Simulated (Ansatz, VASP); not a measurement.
## Mg: VASP beside Ansatz

```
Mg
1.0
     2.99383    0.00000    0.00000
     0.00000    2.99383    0.00000
     0.00000    0.00000    2.99383
Mg
1
Cartesian
  1.4969 1.4969 1.4969
```

Alike in both runs: functional r2SCAN; k mesh 12 × 12 × 12; occupations gaussian, width 0.1 eV; no spin polarisation.

Ansatz relaxed the structure, and its values are those at the end. VASP's run is a single point on that final structure, the one shown.

```csv
,VASP,Ansatz
version,VASP 6.6.1,Ansatz 0.2.0
potentials or method,"VASP PAW PBE potentials, release 64 (Mg), cutoff 520 eV","scalar-relativistic, plane waves, PAW"
valence electrons in the cell,2,10
```

```tsv
	VASP	Ansatz	Ansatz less VASP
gap on the k mesh at the Fermi level (eV)	none	none	-
pressure (GPa)	-0.1	0.0	+0.15
```

VASP's potentials were made for PBE, not for r2SCAN. A gap of «none» marks a metal or a gap that the smearing closes. VASP's potentials hold 2 valence electrons a cell and Ansatz's 10, so a difference there can come from the potentials and not from the codes.
